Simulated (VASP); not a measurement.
# BiIr (rocksalt type) in VASP: a series of runs

BiIr (rocksalt type) is run at these levels: PBE; tasks: single point.

All numbers are computed with VASP 6.6.1; they aren't measurements. Logs are shortened: lines on timing, memory, paths and dates and some standing lists are left out, and cuts for length are marked.

## Step 1: The cell of the first run

Symmetry: Fm-3m, No. 225, cubic system. The conventional cell has a = 5.625 Å, b = 5.625 Å, c = 5.625 Å, α = 90.00°, β = 90.00°, γ = 90.00°. Ir (site symmetry m-3m) has 6 Bi at 2.81 Å within 3.7 Å. Bi (site symmetry m-3m) has 6 Ir at 2.81 Å within 3.7 Å.

## Step 2: Single point, PBE

File INCAR:

```
ALGO = Normal ; EDIFF = 1E-6
ENCUT = 520 ; GGA = PE
ISIF = 2 ; ISMEAR = -1
LASPH = T ; LCHARG = T
LELF = T ; LREAL = F
LVHAR = T ; LWAVE = F
NBANDS = 19 ; NELM = 100
PREC = Accurate ; SIGMA = 0.08
```

File KPOINTS:

```
k-points
0
Gamma
  12 12 12
```

File POSCAR:

```
BiIr
1.0
    0.0000000000      2.8125374703      2.8125374703
    2.8125374703      0.0000000000      2.8125374703
    2.8125374703      2.8125374703      0.0000000000
Ir Bi
1 1
Direct
    0.0000000000      0.0000000000      0.0000000000
    0.5000000000      0.5000000000      0.5000000000
```

Potentials or basis: VASP PAW PBE potentials, release 64 (Ir, Bi_d).

The run is started by

```bash
> cat potpaw_PBE.64/Ir/POTCAR potpaw_PBE.64/Bi_d/POTCAR > POTCAR
> mpirun -np 1 vasp_std > vasp.out
```

OUTCAR:

```text
EDIFF = 1E-6
   ENCUT = 520
   GGA = PE
   ISIF = 2
   ISMEAR = -1
   LASPH = T
   LREAL = F
   NELM = 100
   PREC = Accurate

 ion  position               nearest neighbor table
   1  0.000  0.000  0.000-   2 2.81   2 2.81   2 2.81   2 2.81   2 2.81   2 2.81
   2  0.500  0.500  0.500-   1 2.81   1 2.81   1 2.81   1 2.81   1 2.81   1 2.81

  LATTYP: Found a face centered cubic cell.
 ALAT       =     5.6250749406

  Lattice vectors:

 A1 = (   0.0000000000,   2.8125374703,   2.8125374703)
 A2 = (   2.8125374703,   0.0000000000,   2.8125374703)
 A3 = (   2.8125374703,   2.8125374703,   0.0000000000)

Analysis of symmetry for initial positions (statically):
=====================================================================
 Subroutine PRICEL returns:
 Original cell was already a primitive cell.

 Routine SETGRP: Setting up the symmetry group for a
 face centered cubic supercell.

 Subroutine GETGRP returns: Found 48 space group operations
 (whereof 48 operations were pure point group operations)
 out of a pool of 48 trial point group operations.

The static configuration has the point symmetry O_h .

Analysis of symmetry for dynamics (positions and initial velocities):
=====================================================================
 Subroutine PRICEL returns:
 Original cell was already a primitive cell.

 Routine SETGRP: Setting up the symmetry group for a
 face centered cubic supercell.

 Subroutine GETGRP returns: Found 48 space group operations
 (whereof 48 operations were pure point group operations)
 out of a pool of 48 trial point group operations.

The dynamic configuration has the point symmetry O_h .

 Subroutine INISYM returns: Found 48 space group operations
 (whereof 48 operations are pure point group operations),
 and found     1 'primitive' translations

----------------------------------------------------------------------------------------

                                     Primitive cell

  volume of cell :      44.4964

  direct lattice vectors                    reciprocal lattice vectors
     0.000000000  2.812537470  2.812537470    -0.177775409  0.177775409  0.177775409
     2.812537470  0.000000000  2.812537470     0.177775409 -0.177775409  0.177775409
     2.812537470  2.812537470  0.000000000     0.177775409  0.177775409 -0.177775409

  length of vectors
     3.977528635  3.977528635  3.977528635     0.307916041  0.307916041  0.307916041

  position of ions in fractional coordinates (direct lattice)
     0.000000000  0.000000000  0.000000000
     0.500000000  0.500000000  0.500000000

  ion indices of the primitive-cell ions
   primitive index   ion index
                 1           1
                 2           2

----------------------------------------------------------------------------------------

 KPOINTS: k-points

Automatic generation of k-mesh.
 Grid dimensions read from file:
 generate k-points for:   12   12   12

 Generating k-lattice:

  Cartesian coordinates                     Fractional coordinates (reciprocal lattice)
    -0.014814617  0.014814617  0.014814617     0.083333333  0.000000000  0.000000000
     0.014814617 -0.014814617  0.014814617     0.000000000  0.083333333  0.000000000
     0.014814617  0.014814617 -0.014814617     0.000000000  0.000000000  0.083333333

  Length of vectors
     0.025659670  0.025659670  0.025659670

  Shift w.r.t. Gamma in fractional coordinates (k-lattice)
     0.000000000  0.000000000  0.000000000

 Subroutine IBZKPT returns following result:
 ===========================================

 Found     72 irreducible k-points:

 Following reciprocal coordinates:
            Coordinates               Weight
  0.000000  0.000000  0.000000      1.000000
  0.083333  0.000000  0.000000      8.000000
  0.166667  0.000000  0.000000      8.000000
  0.250000  0.000000  0.000000      8.000000
  0.333333  0.000000  0.000000      8.000000
  0.416667  0.000000  0.000000      8.000000
[... 16 lines left out ...]
  0.500000  0.166667  0.000000     24.000000
 -0.416667  0.166667  0.000000     24.000000
 [... further k-points ...]
   k-points           NKPTS =     72   k-points in BZ     NKDIM =     72   number of bands    NBANDS=     19
   number of dos      NEDOS =    301   number of ions     NIONS =      2
   total plane-waves  NPLWV =  27000
   dimension x,y,z NGX =    30 NGY =   30 NGZ =   30
   dimension x,y,z NGXF=    60 NGYF=   60 NGZF=   60
   ions per type =               1   1
   NGX,Y,Z   is equivalent  to a cutoff of  12.54, 12.54, 12.54 a.u.
   NGXF,Y,Z  is equivalent  to a cutoff of  25.08, 25.08, 25.08 a.u.
 SYSTEM =  unknown system
   PREC   = accura    normal or accurate (medium, high low for compatibility)
   ISTART =      0    job   : 0-new  1-cont  2-samecut
   ICHARG =      2    charge: 1-file 2-atom 10-const
   ISPIN  =      1    spin polarized calculation?
   LNONCOLLINEAR =      F non collinear calculations
   LSORBIT =      F    spin-orbit coupling
   LASPH  =      T    aspherical Exc in radial PAW
   ENCUT  =  520.0 eV  38.22 Ry    6.18 a.u.   7.40  7.40  7.40*2*pi/ulx,y,z
   NELM   =    100;   NELMIN=  2; NELMDL= -5     # of ELM steps
   EDIFF  = 0.1E-05   stopping-criterion for ELM
   LREAL  =      F    real-space projection
   EDIFFG = 0.1E-04   stopping-criterion for IOM
   NSW    =      0    number of steps for IOM
   IBRION =     -1    ionic relax: 0-MD 1-quasi-New 2-CG
   NFREE  =      0    steps in history (QN), initial steepest desc. (CG)
   ISIF   =      2    stress and relaxation
   ISYM   =      2    0-nonsym 1-usesym 2-fastsym
   POTIM  = 0.5000    time-step for ionic-motion
   TEBEG  =    0.0;   TEEND  =   0.0 temperature during run
   PSTRESS=    0.0 pullay stress
   NELECT =      24.0000    total number of electrons
   NUPDOWN=      -1.0000    fix difference up-down
   EMIN   =  10.00;   EMAX   =-10.00  energy-range for DOS
   EFERMI =   0.00;   METHOD = LEGACY
   ISMEAR =    -1;   SIGMA  =   0.08  broadening in eV -4-tet -1-fermi 0-gaus
   EFERMI_NEDOS =   21; number of points for ismear=-14 and -15
   IALGO  =     38    algorithm
   IMIX   =      4    mixing-type and parameters
     AMIX     =   0.40;   BMIX     =  1.00
     AMIX_MAG =   1.60;   BMIX_MAG =  1.00
  volume/ion in A,a.u.               =      22.25       150.14
  Fermi-wavevector in a.u.,A,eV,Ry     =   1.332612  2.518271 24.161957  1.775854
  Thomas-Fermi vector in A             =   2.461533
   LORBIT       =      0    0 simple, 1 ext, 2 COOP (PROOUT), +10 PAW based schemes
   GGA     = PE    functional components
   LHFCALC =     F    Hartree Fock is set to
   AEXX    =    0.0000 exact exchange contribution
   IVDW    =     0    specifies the selected vdW correction
   LEPSILON=     F    determine dielectric tensor
   LRPA    =     F    only Hartree local field effects (RPA)
 non-spin polarized calculation
  energy-cutoff  :      520.00
  volume of cell :       44.50
 maximum number of plane-waves:      1243
 NGX is ok and might be reduce to    30
   NGX = 15   NGY = 15   NGZ = 15

 number of electron      24.0000003 magnetization

 Free energy of the ion-electron system (eV)
  ---------------------------------------------------
  ext. energy  EPLUGINS =         0.00000000
  ---------------------------------------------------
  free energy    TOTEN  =       -11.71394433 eV

  energy without entropy =      -11.68828352  energy(sigma->0) =      -11.70111393

 E-fermi :   8.0563     XC(G=0): -11.5404

 val. band max:        8.0203990457   @ k =   0.4167   0.3333   0.0833
 cond. band min:       8.0651891729   @ k =  -0.3333   0.3333   0.0000
 fundamental gap:      0.0447901272
 Fermi energy:         8.0563075774

 k-point     1 :       0.0000    0.0000    0.0000
  band No.  band energies     occupation
      1     -14.6279      2.00000
      2     -14.6279      2.00000
      3     -14.5714      2.00000
      4     -14.5714      2.00000
      5     -14.5714      2.00000
      6      -4.7795      2.00000
[... 11 lines left out ...]
     18      18.7331      0.00000
     19      18.7331      0.00000

 k-point     2 :       0.0833    0.0000    0.0000
  band No.  band energies     occupation
      1     -14.6256      2.00000
      2     -14.6256      2.00000
      3     -14.5704      2.00000
      4     -14.5692      2.00000
      5     -14.5692      2.00000
      6      -4.6849      2.00000
[... 11 lines left out ...]
     18      18.3789      0.00000
     19      18.3789      0.00000

 k-point     3 :       0.1667    0.0000    0.0000
  band No.  band energies     occupation
      1     -14.6196      2.00000
      2     -14.6196      2.00000
      3     -14.5678      2.00000
      4     -14.5626      2.00000
      5     -14.5626      2.00000
      6      -4.4073      2.00000
[... 11 lines left out ...]
     18      17.6024      0.00000
     19      17.6024      0.00000

 k-point     4 :       0.2500    0.0000    0.0000
  band No.  band energies     occupation
      1     -14.6121      2.00000
      2     -14.6121      2.00000
      3     -14.5643      2.00000
      4     -14.5529      2.00000
      5     -14.5529      2.00000
      6      -3.9692      2.00000
[... 11 lines left out ...]
     18      16.9559      0.00000
     19      17.4322      0.00000

 k-point     5 :       0.3333    0.0000    0.0000
  band No.  band energies     occupation
      1     -14.6054      2.00000
      2     -14.6054      2.00000
      3     -14.5608      2.00000
      4     -14.5423      2.00000
      5     -14.5423      2.00000
      6      -3.4251      2.00000
[... 11 lines left out ...]
     18      17.2643      0.00000
     19      18.9698      0.00000
[... 334 lines left out ...]
      2     -14.6100      2.00000
      3     -14.5736      2.00000
      4     -14.5416      2.00000
      5     -14.5381      2.00000
      6      -3.5826      2.00000
[... 11 lines left out ...]
     18      18.0452      0.00000
     19      19.7336      0.00000

 k-point    22 :       0.4167    0.1667    0.0000
  band No.  band energies     occupation
      1     -14.6086      2.00000
      2     -14.6041      2.00000
      3     -14.5662      2.00000
      4     -14.5374      2.00000
      5     -14.5309      2.00000
      6      -3.1129      2.00000
[... 11 lines left out ...]
     18      18.4030      0.00000
     19      19.7393      0.00000

 k-point    23 :       0.5000    0.1667    0.0000
  band No.  band energies     occupation
      1     -14.6088      2.00000
      2     -14.5984      2.00000
      3     -14.5580      2.00000
      4     -14.5361      2.00000
      5     -14.5278      2.00000
      6      -2.7400      2.00000
[... 11 lines left out ...]
     18      19.2440      0.00000
     19      19.7641      0.00000

 k-point    24 :      -0.4167    0.1667    0.0000
  band No.  band energies     occupation
      1     -14.6103      2.00000
      2     -14.5948      2.00000
      3     -14.5529      2.00000
      4     -14.5369      2.00000
      5     -14.5302      2.00000
      6      -2.6615      2.00000
[... 11 lines left out ...]
     18      19.2553      0.00000
     19      20.6411      0.00000

 [... further k-points ...]
[... 5 lines left out ...]
  --------------------------------------------------------------------------------------
  -------------------------------------------------------------------------------------
  Total        0.0224344      0.0224344      0.0224344      0.0000000     -0.0000000     -0.0000000
  in kB        0.8077928      0.8077928      0.8077928      0.0000000     -0.0000000     -0.0000000
  external PRESSURE =       0.8077928 kB  Pullay stress =       0.0000000 kB

 VOLUME and BASIS-vectors are now :
 -----------------------------------------------------------------------------
  energy-cutoff  :      520.00
  volume of cell :       44.50
      direct lattice vectors                 reciprocal lattice vectors
     0.000000000  2.812537470  2.812537470    -0.177775409  0.177775409  0.177775409
     2.812537470  0.000000000  2.812537470     0.177775409 -0.177775409  0.177775409
     2.812537470  2.812537470  0.000000000     0.177775409  0.177775409 -0.177775409

 POSITION                                       TOTAL-FORCE (eV/Angst)
 -----------------------------------------------------------------------------------
      0.00000      0.00000      0.00000         0.000000      0.000000      0.000000
      2.81254      2.81254      2.81254         0.000000      0.000000      0.000000
 -----------------------------------------------------------------------------------
    total drift:                                0.000000      0.000000      0.000000

  FREE ENERGIE OF THE ION-ELECTRON SYSTEM (eV)
  ---------------------------------------------------
  free  energy   TOTEN  =       -11.7139443274 eV

  energy  without entropy=      -11.6882835231  energy(sigma->0) =      -11.70111393
```

It took 24 s on 1 thread of Intel Xeon 6975P-C (Granite Rapids), shared host; peak memory 0.22 GiB.

Results:

| Item | Value |
| --- | --- |
| Free energy | -11.7139 eV |
| Pressure | 0.1 GPa |
| Band gap on the k mesh | zero (bands 12 and 13 overlap by 2.72 eV) |

Caveat: spin-orbit coupling is left out, which moves the levels of the heavy elements.

## Step 3: Single point, PBE (x and y stretched by +2 %, z held)

File INCAR:

```
  PREC = Accurate
  ENCUT = 520
  EDIFF = 1E-6
  ISMEAR = -1
  SIGMA = 0.08
  LREAL = F
  LASPH = T
  NELM = 100
  ALGO = Normal
  ISIF = 2
  LWAVE = F
  LCHARG = F
  GGA = PE
  NBANDS = 19
```

File KPOINTS:

```
Automatic mesh
0
Gamma
  12 12 12
```

File POSCAR:

```
BiIr
1.0
    0.0000000000      2.8687882197      2.8125374703
    2.8687882197      0.0000000000      2.8125374703
    2.8687882197      2.8687882197      0.0000000000
Ir Bi
1 1
Direct
    0.0000000000      0.0000000000      0.0000000000
    0.5000000000      0.5000000000      0.5000000000
```

Potentials or basis: VASP PAW PBE potentials, release 64 (Ir, Bi_d).

The run is started by

```bash
> cat potpaw_PBE.64/Ir/POTCAR potpaw_PBE.64/Bi_d/POTCAR > POTCAR
> mpirun -np 1 vasp_std > vasp.out
```

It took 50 s on 1 thread of Intel Xeon 6975P-C (Granite Rapids), shared host; peak memory 0.28 GiB.

The run converged. Its results:

```yaml
Free_energy: -11.6875 eV
Pressure: -4.0 GPa
Band_gap_on_the_k_mesh: zero (bands 12 and 13 overlap by 2.53 eV)
```

Stress tensor (GPa, compression positive):
```
-4.73  0.00  0.00
 0.00 -4.73  0.00
 0.00  0.00 -2.69
```

Levels at points of the mesh, in eV from the Fermi level:
```csv
k point,band 10,band 11,band 12,band 13,band 14,band 15
"(0.00, 0.00, 0.00)",-1.49,-1.49,1.84,1.91,1.91,3.26
"(0.50, 0.00, 0.00)",-1.04,-1.04,-0.74,4.25,5.41,5.61
"(0.50, 0.50, 0.00)",-0.88,-0.88,-0.69,-0.69,-0.26,1.18
"(0.50, 0.00, 0.50)",-0.81,-0.68,-0.67,-0.66,-0.29,1.32
```

Caveat: the cell differs from its parent crystal (x and y stretched by +2 %, z held); the cell stands under tension; spin-orbit coupling is left out, which moves the levels of the heavy elements.

The gap in the log of VASP goes by the Fermi energy; the results here count the filled bands.